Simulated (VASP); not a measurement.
Here is a VASP 6.6.1 calculation.

The input POSCAR:

```
TiAl
1.0
    2.8672622327      0.0000000000      0.0000000000
   -1.4336311163      2.5203687618      0.0000000000
    0.0000000000      0.0000000000      4.6780830000
Ti Al
1 1
Direct
    0.0000000000      0.0000000000      0.0000000000
    0.3333333333      0.6666666667      0.5000000000
```

Contents of INCAR.step1:

```
SYSTEM = TiAl
  PREC = Accurate
  ENCUT = 520
  ISMEAR = 0
  SIGMA = 0.15
  LREAL = .FALSE.
  LASPH = .TRUE.
  NELM = 80
  NBANDS = 14
  GGA = PE
  ALGO = Normal
  EDIFF = 1E-4
  LWAVE = .TRUE.
  LCHARG = .FALSE.
```

INCAR.step2

```
SYSTEM = TiAl
  PREC = Accurate
  ENCUT = 520
  EDIFF = 1E-7
  ISMEAR = 0
  SIGMA = 0.15
  LREAL = .FALSE.
  LASPH = .TRUE.
  NELM = 80
  ALGO = Normal
  ISIF = 2
  LWAVE = .FALSE.
  LCHARG = .FALSE.
  METAGGA = R2SCAN
  LMIXTAU = .TRUE.
  NBANDS = 14
  ISTART = 1
```

The input KPOINTS:

```
Automatic mesh
0
G
  18 18 10
  0 0 0
```

Potentials or basis: VASP PAW PBE potentials, release 64 (Ti_sv, Al).

The run is started by

```sh
$ cat potpaw_PBE.64/Ti_sv/POTCAR potpaw_PBE.64/Al/POTCAR > POTCAR
$ cp INCAR.step1 INCAR
$ mpirun -np 1 vasp_std > vasp.out
$ cp INCAR.step2 INCAR
$ mpirun -np 1 vasp_std > vasp.out
```

**Question.** Estimate the pressure.

**Answer.** -2.5 GPa.

**Question.** Estimate the largest force.

**Answer.** 0.049 eV/Å.

**Question.** What does it give for the band gap on the k mesh?

**Answer.** Zero (an odd number of electrons rules out a gap without spin polarisation).

Stress tensor (GPa, compression positive):
```
-1.47  0.00  0.00
 0.00 -2.93  0.00
 0.00  0.00 -3.13
```

Caveat: the cell differs from its parent crystal (strain +0.0150 x Voigt [0, 1, 0, 0, 0, 0]); the PAW data sets were made with another functional, which shifts forces and pressure a little.
